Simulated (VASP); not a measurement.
# SrTe (Fm-3m) in VASP: G0W0 quasiparticle levels with PBE

Aim: the G0W0 quasiparticle levels of SrTe with PBE.

Program: VASP 6.6.1. These are calculated values, not measurements. Logs are shortened: lines on timing, memory, paths and dates and some standing lists are left out, and cuts for length are marked.

### Step 1. The cell of the first run

Symmetry: Fm-3m, No. 225, cubic system. Conventional cell: a = 6.706 Å, b = 6.706 Å, c = 6.706 Å, α = 90.00°, β = 90.00°, γ = 90.00°. Sr (site symmetry m-3m) has 6 Te at 3.35 Å within 4.4 Å. Within 4.4 Å of Te (site symmetry m-3m) lie 6 Sr at 3.35 Å.

### Step 2. G0W0 quasiparticle levels, PBE

POSCAR

```
SrTe
1.0
    0.0000000000      3.3527582044      3.3527582044
    3.3527582044      0.0000000000      3.3527582044
    3.3527582044      3.3527582044      0.0000000000
Sr Te
1 1
Direct
    0.0000000000      0.0000000000      0.0000000000
    0.5000000000      0.5000000000      0.5000000000
```

INCAR.step1

```
SYSTEM = SrTe
  PREC = Accurate
  ENCUT = 500
  EDIFF = 1E-8
  ISMEAR = 0
  SIGMA = 0.01
  LREAL = .False.
  LASPH = .True.
  NELM = 100
  ALGO = Normal
  LWAVE = .True.
  LCHARG = .False.
  GGA = PE
```

INCAR.step2

```
SYSTEM = SrTe
  PREC = Accurate
  ENCUT = 500
  EDIFF = 1E-8
  ISMEAR = 0
  SIGMA = 0.01
  LREAL = .False.
  LASPH = .True.
  NELM = 1
  ALGO = Exact
  LWAVE = .True.
  LCHARG = .False.
  GGA = PE
  NBANDS = 130
  LOPTICS = .True.
  ISTART = 1
```

INCAR.step3

```
SYSTEM = SrTe
  PREC = Accurate
  ENCUT = 500
  EDIFF = 1E-8
  ISMEAR = 0
  SIGMA = 0.01
  LREAL = .False.
  LASPH = .True.
  ALGO = EVGW0
  LWAVE = .False.
  LCHARG = .False.
  GGA = PE
  NELMGW = 1
  NBANDS = 130
  ENCUTGW = 80.0
  NOMEGA = 96
  PRECFOCK = Fast
  ISTART = 1
  NBANDSGW = 16
  OMEGAMAX = 20
```

KPOINTS

```
Automatic mesh
0
Gamma
  6 6 6
  0 0 0
```

Potentials or basis: VASP PAW PBE potentials, release 64 (Sr_sv_GW, Te_GW).

Launch:

```
> cat potpaw_PBE.64/Sr_sv_GW/POTCAR potpaw_PBE.64/Te_GW/POTCAR > POTCAR
> cp INCAR.step1 INCAR
> mpirun -np 1 vasp_std > vasp.out
> cp INCAR.step2 INCAR
> mpirun -np 1 vasp_std > vasp.out
> cp INCAR.step3 INCAR
> mpirun -np 1 vasp_std > vasp.out
```

OUTCAR:

```text
SYSTEM = SrTe
   PREC = Accurate
   ENCUT = 500
   EDIFF = 1E-8
   ISMEAR = 0
   LREAL = .False.
   LASPH = .True.
   GGA = PE
   NELMGW = 1
   ENCUTGW = 80.0
   PRECFOCK = Fast
   ISTART = 1

 ion  position               nearest neighbor table
   1  0.000  0.000  0.000-   2 3.35   2 3.35   2 3.35   2 3.35   2 3.35   2 3.35
   2  0.500  0.500  0.500-   1 3.35   1 3.35   1 3.35   1 3.35   1 3.35   1 3.35

  LATTYP: Found a face centered cubic cell.
 ALAT       =     6.7055164088

  Lattice vectors:

 A1 = (   0.0000000000,   3.3527582044,   3.3527582044)
 A2 = (   3.3527582044,   0.0000000000,   3.3527582044)
 A3 = (   3.3527582044,   3.3527582044,   0.0000000000)

Analysis of symmetry for initial positions (statically):
=====================================================================
 Subroutine PRICEL returns:
 Original cell was already a primitive cell.

 Routine SETGRP: Setting up the symmetry group for a
 face centered cubic supercell.

 Subroutine GETGRP returns: Found 48 space group operations
 (whereof 48 operations were pure point group operations)
 out of a pool of 48 trial point group operations.

The static configuration has the point symmetry O_h .

Analysis of symmetry for dynamics (positions and initial velocities):
=====================================================================
 Subroutine PRICEL returns:
 Original cell was already a primitive cell.

 Routine SETGRP: Setting up the symmetry group for a
 face centered cubic supercell.

 Subroutine GETGRP returns: Found 48 space group operations
 (whereof 48 operations were pure point group operations)
 out of a pool of 48 trial point group operations.

The dynamic configuration has the point symmetry O_h .

 Subroutine INISYM returns: Found 48 space group operations
 (whereof 48 operations are pure point group operations),
 and found     1 'primitive' translations

----------------------------------------------------------------------------------------

                                     Primitive cell

  volume of cell :      75.3766

  direct lattice vectors                    reciprocal lattice vectors
     0.000000000  3.352758204  3.352758204    -0.149130945  0.149130945  0.149130945
     3.352758204  0.000000000  3.352758204     0.149130945 -0.149130945  0.149130945
     3.352758204  3.352758204  0.000000000     0.149130945  0.149130945 -0.149130945

  length of vectors
     4.741516124  4.741516124  4.741516124     0.258302374  0.258302374  0.258302374

  position of ions in fractional coordinates (direct lattice)
     0.000000000  0.000000000  0.000000000
     0.500000000  0.500000000  0.500000000

  ion indices of the primitive-cell ions
   primitive index   ion index
                 1           1
                 2           2

----------------------------------------------------------------------------------------

 KPOINTS: Automatic mesh

Automatic generation of k-mesh.
 Grid dimensions read from file:
 generate k-points for:    6    6    6

 Generating k-lattice:

  Cartesian coordinates                     Fractional coordinates (reciprocal lattice)
    -0.024855158  0.024855158  0.024855158     0.166666667  0.000000000  0.000000000
     0.024855158 -0.024855158  0.024855158     0.000000000  0.166666667  0.000000000
     0.024855158  0.024855158 -0.024855158     0.000000000  0.000000000  0.166666667

  Length of vectors
     0.043050396  0.043050396  0.043050396

  Shift w.r.t. Gamma in fractional coordinates (k-lattice)
     0.000000000  0.000000000  0.000000000

 Subroutine IBZKPT returns following result:
 ===========================================

 Found     16 irreducible k-points:

 Following reciprocal coordinates:
            Coordinates               Weight
  0.000000  0.000000  0.000000      1.000000
  0.166667  0.000000  0.000000      8.000000
  0.333333  0.000000  0.000000      8.000000
  0.500000  0.000000  0.000000      4.000000
  0.166667  0.166667  0.000000      6.000000
  0.333333  0.166667  0.000000     24.000000
[... 8 lines left out ...]
 -0.333333  0.333333  0.166667     24.000000
 -0.333333  0.500000  0.166667     12.000000
   k-points           NKPTS =     16   k-points in BZ     NKDIM =    216   number of bands    NBANDS=    130
   number of dos      NEDOS =    301   number of ions     NIONS =      2
   total plane-waves  NPLWV =  46656
   dimension x,y,z NGX =    36 NGY =   36 NGZ =   36
   dimension x,y,z NGXF=    72 NGYF=   72 NGZF=   72
   ions per type =               1   1
   NGX,Y,Z   is equivalent  to a cutoff of  12.62, 12.62, 12.62 a.u.
   NGXF,Y,Z  is equivalent  to a cutoff of  25.24, 25.24, 25.24 a.u.
 SYSTEM =  SrTe
   PREC   = accura    normal or accurate (medium, high low for compatibility)
   ISTART =      1    job   : 0-new  1-cont  2-samecut
   ICHARG =      0    charge: 1-file 2-atom 10-const
   ISPIN  =      1    spin polarized calculation?
   LNONCOLLINEAR =      F non collinear calculations
   LSORBIT =      F    spin-orbit coupling
   LASPH  =      T    aspherical Exc in radial PAW
   ENCUT  =  500.0 eV  36.75 Ry    6.06 a.u.   8.64  8.64  8.64*2*pi/ulx,y,z
   NELM   =     60;   NELMIN=  2; NELMDL=  0     # of ELM steps
   EDIFF  = 0.1E-07   stopping-criterion for ELM
   LREAL  =      F    real-space projection
   EDIFFG = 0.1E-06   stopping-criterion for IOM
   NSW    =      0    number of steps for IOM
   IBRION =     -1    ionic relax: 0-MD 1-quasi-New 2-CG
   NFREE  =      0    steps in history (QN), initial steepest desc. (CG)
   ISIF   =      0    stress and relaxation
   ISYM   =      3    0-nonsym 1-usesym 2-fastsym
   POTIM  = 0.5000    time-step for ionic-motion
   TEBEG  =    0.0;   TEEND  =   0.0 temperature during run
   PSTRESS=    0.0 pullay stress
   NELECT =      16.0000    total number of electrons
   NUPDOWN=      -1.0000    fix difference up-down
   EMIN   =  10.00;   EMAX   =-10.00  energy-range for DOS
   EFERMI =   0.00;   METHOD = LEGACY
   ISMEAR =     0;   SIGMA  =   0.01  broadening in eV -4-tet -1-fermi 0-gaus
   EFERMI_NEDOS =   21; number of points for ismear=-14 and -15
   IALGO  =     38    algorithm
   IMIX   =      4    mixing-type and parameters
     AMIX     =   0.40;   BMIX     =  1.00
     AMIX_MAG =   1.60;   BMIX_MAG =  1.00
  volume/ion in A,a.u.               =      37.69       254.33
  Fermi-wavevector in a.u.,A,eV,Ry     =   0.976568  1.845446 12.975679  0.953686
  Thomas-Fermi vector in A             =   2.107197
   LORBIT       =      0    0 simple, 1 ext, 2 COOP (PROOUT), +10 PAW based schemes
   GGA     = PE    functional components
   LHFCALC =     T    Hartree Fock is set to
   PRECFOCK=fast      Normal, Fast or Accurate (Low or Medium for compatibility)
   ENCUT4O =  -1.0   cutoff for four orbital integrals eV
   NKREDX  =     1    reduce k-point grid by
   NKREDY  =     1    reduce k-point grid by
   NKREDZ  =     1    reduce k-point grid by
   AEXX    =    1.0000 exact exchange contribution
   HFSCREEN=    0.0000 screening length (either q_TF or 0.3 A-1)
   HFSCREENC=   0.0000 screening length for correlation (either q_TF or 0.3 A-1)
   ENCUTFOCK=  -1.0 apply spherical cutoff to Coloumb kernel
   IVDW    =     0    specifies the selected vdW correction
   LEPSILON=     F    determine dielectric tensor
   LRPA    =     F    only Hartree local field effects (RPA)
   LRPAFORCE           =     F    calculate RPA forces
   ENCUTGW             =  80.0    cutoff for response function in eV
   ENCUTGWSOFT         =  64.0    soft cutoff for Coulomb kernel in GW response function in eV
   ENCUTLF             =  -1.0    cutoff for local field effects
   NELMGW              =     1    number of iterations in solving QP/BSE equation
   NELMHF              =     1    number of iterations in the inner HF iteration
   NKREDLFX            =     1    NKREDLFY  =   1   NKREDLFZ  =   1
 non-spin polarized calculation
 Gauss-broadening in eV      SIGMA  =   0.01
  energy-cutoff  :      500.00
  volume of cell :       75.38
 maximum number of plane-waves:      1936
 NGX is ok and might be reduce to    36
  NGX = 20; NGY = 20; NGZ = 20
   NGX = 17   NGY = 17   NGZ = 17
 maximum number of plane-waves:       129
 NGX is ok and might be reduce to    18

 QP shifts <psi_nk| G(iteration)W_0 |psi_nk>: iteration 1
 for sc-GW calculations column KS-energies equals QP-energies in previous step
 and V_xc(KS)=  KS-energies - (<T + V_ion + V_H > + <T+V_H+V_ion>^1  + <V_x>^1)

 k-point   1 :       0.0000    0.0000    0.0000
  band No.  KS-energies  QP-energies   sigma(KS)   V_xc(KS)     V^pw_x(r,r')   Z            occupation Imag(sigma)

      1     -31.2858     -32.1457     -19.0078     -17.4726     -28.9591       0.5601       2.0000       0.5202
      2     -13.2682     -14.8345     -18.7242     -16.5717     -23.0134       0.7277       2.0000       0.1572
      3     -13.2682     -14.8345     -18.7242     -16.5717     -23.0134       0.7277       2.0000       0.1572
      4     -13.2682     -14.8345     -18.7242     -16.5717     -23.0134       0.7277       2.0000       0.1572
      5      -6.5127      -7.1373     -11.8402     -10.9283     -17.1413       0.6849       2.0000       1.0570
      6       3.3964       2.7251     -11.4402     -10.5652     -12.6379       0.7673       2.0000       0.0447
[... 8 lines left out ...]
     15      10.8570      10.7745      -6.0366      -5.9283      -1.5271       0.7621       0.0000      -0.2742
     16      15.1353      15.4207      -8.0544      -8.4181      -2.7341       0.7847       0.0000      -0.7362

 k-point   2 :       0.1667    0.0000    0.0000
  band No.  KS-energies  QP-energies   sigma(KS)   V_xc(KS)     V^pw_x(r,r')   Z            occupation Imag(sigma)

      1     -31.2849     -32.1451     -19.0081     -17.4741     -28.9599       0.5608       2.0000       0.5213
      2     -13.2980     -14.8482     -18.6559     -16.5103     -22.9792       0.7225       2.0000       0.1793
      3     -13.2695     -14.8333     -18.7204     -16.5692     -23.0100       0.7269       2.0000       0.1559
      4     -13.2695     -14.8333     -18.7204     -16.5692     -23.0100       0.7269       2.0000       0.1559
      5      -6.3734      -6.9844     -11.9547     -11.0677     -17.1870       0.6889       2.0000       1.0338
      6       2.3877       1.6587     -10.7435      -9.7816     -12.0704       0.7578       2.0000       0.0538
[... 8 lines left out ...]
     15      11.6692      11.8308      -6.8743      -7.0859      -2.1939       0.7641       0.0000      -0.3244
     16      13.0667      13.4281      -8.0796      -8.5602      -3.1405       0.7520       0.0000      -0.3695

 k-point   3 :       0.3333    0.0000    0.0000
  band No.  KS-energies  QP-energies   sigma(KS)   V_xc(KS)     V^pw_x(r,r')   Z            occupation Imag(sigma)

      1     -31.2829     -32.1431     -19.0088     -17.4769     -28.9613       0.5615       2.0000       0.5234
      2     -13.3561     -14.8916     -18.5273     -16.3950     -22.9155       0.7201       2.0000       0.2223
      3     -13.2721     -14.8335     -18.7129     -16.5643     -23.0032       0.7267       2.0000       0.1533
      4     -13.2721     -14.8335     -18.7129     -16.5643     -23.0032       0.7267       2.0000       0.1533
      5      -6.0736      -6.6500     -12.1973     -11.3773     -17.2914       0.7028       2.0000       0.9826
      6       1.1343       0.3040     -10.3431      -9.2075     -12.1783       0.7311       2.0000       0.0862
[... 234 lines left out ...]
      1     -31.2809     -32.1468     -19.0105     -17.4798     -28.9626       0.5657       2.0000       0.5267
      2     -13.3471     -14.8958     -18.5714     -16.4195     -22.9308       0.7197       2.0000       0.2057
      3     -13.3110     -14.8751     -18.6617     -16.4940     -22.9704       0.7215       2.0000       0.1727
      4     -13.2905     -14.8480     -18.6829     -16.5303     -22.9864       0.7236       2.0000       0.1630
      5      -5.9672      -6.5002     -12.1958     -11.4404     -17.2817       0.7056       2.0000       0.9650
      6       1.3159       0.4730     -10.4788      -9.3309     -12.2988       0.7343       2.0000       0.0805
[... 8 lines left out ...]
     15      11.5289      12.4415     -10.2406     -11.5089      -5.4270       0.7196       0.0000      -0.1782
     16      11.9302      12.3745      -8.3531      -8.9459      -3.7448       0.7495       0.0000      -0.2631

 k-point  16 :      -0.3333    0.5000    0.1667
  band No.  KS-energies  QP-energies   sigma(KS)   V_xc(KS)     V^pw_x(r,r')   Z            occupation Imag(sigma)

      1     -31.2806     -32.1497     -19.0112     -17.4803     -28.9628       0.5677       2.0000       0.5275
      2     -13.3352     -14.9054     -18.6294     -16.4497     -22.9499       0.7204       2.0000       0.1849
      3     -13.3118     -14.8762     -18.6638     -16.4939     -22.9724       0.7210       2.0000       0.1740
      4     -13.3056     -14.8558     -18.6458     -16.4994     -22.9709       0.7223       2.0000       0.1774
      5      -6.0103      -6.5352     -12.1192     -11.3693     -17.2419       0.6999       2.0000       0.9753
      6       1.6398       0.7865     -10.7378      -9.5869     -12.5512       0.7414       2.0000       0.0722
[... 8 lines left out ...]
     15      11.8064      12.3214      -8.5324      -9.2246      -3.8371       0.7440       0.0000      -0.2748
     16      12.7197      13.3142      -8.8002      -9.5992      -3.8809       0.7440       0.0000      -0.3466
```

Wall time 21 min (1 thread of AMD EPYC 9R45 (Zen 5), shared host); peak memory 1.5 GiB.

What came out:

```yaml
Quasiparticle_gap: 2.74 eV
Least_direct_quasiparticle_gap: 3.55 eV
Band_gap_of_the_starting_levels_on_the_mesh: 1.76 eV
Least_direct_gap_of_the_starting_levels_on_the_mesh: 2.48 eV
```

Caveat: bands, screening cutoff and mesh are small and nothing is extrapolated, so the quasiparticle values aren't converged; spin-orbit coupling is left out, which moves the levels of the heavy elements.
